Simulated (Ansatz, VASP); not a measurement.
**One calculation of C, two programs**

The input INCAR:

```
PREC = Accurate
ENCUT = 520
EDIFF = 1E-6
ISMEAR = 0
SIGMA = 0.05
LREAL = False
LASPH = True
NELM = 80
ALGO = Normal
ISIF = 2
LWAVE = False
LCHARG = True
LELF = True
LVHAR = True
NBANDS = 11
```

Contents of KPOINTS:

```
Automatic mesh
0
Gamma
  13 13 13
```

POSCAR

```
C
1.0
    0.0000000000      1.7469644787      1.7469644787
    1.7469644787      0.0000000000      1.7469644787
    1.7469644787      1.7469644787      0.0000000000
C
2
Direct
    0.7500000000      0.7500000000      0.7500000000
    0.5000000000      0.5000000000      0.5000000000
```

Contents of input.yaml:

```yaml
crystal:
  lattice:
    - [0.0, 1.7469644787, 1.7469644787]
    - [1.7469644787, 0.0, 1.7469644787]
    - [1.7469644787, 1.7469644787, 0.0]
  atoms:
    - { symbol: C, position: [0.75, 0.75, 0.75] }
    - { symbol: C, position: [0.5, 0.5, 0.5] }
hamiltonian:
  xc: lda
  pseudopotentials: { kind: paw }
kpoints:
  mp_grid: { grid: [13, 13, 13] }
scf:
  occupations: { method: gaussian, width: 0.05 }
output:
  forces: true
  stress: true
  eigenvalues: true
```

Alike in both runs: task single point; functional LDA; k mesh 13 × 13 × 13; occupations gaussian, width 0.05 eV; no spin polarisation.

|  | VASP | Ansatz |
| --- | --- | --- |
| version | VASP 6.6.1 | Ansatz 0.2.0 |
| potentials or method | VASP PAW LDA potentials, release 64 (C) | Ansatz PAW |
| plane-wave cutoff (eV) | 520 | 420 |
| valence electrons in the cell | 8 | 8 |

```tsv
	VASP	Ansatz	Ansatz less VASP
gap on the k mesh at the Fermi level (eV)	4.26	4.26	+0.005
least direct gap on the mesh (eV)	5.72	5.72	-0.002
pressure (GPa)	17.8	16.0	-1.81
```

LDA's correlation is that of Perdew and Zunger in VASP and of Perdew and Wang (1992) in Ansatz.

Noted on Ansatz's run: Pulay correction over one GPa; odd divisions of the mesh miss points on the zone boundary, where band edges often lie, so the gap on the mesh can be too wide.
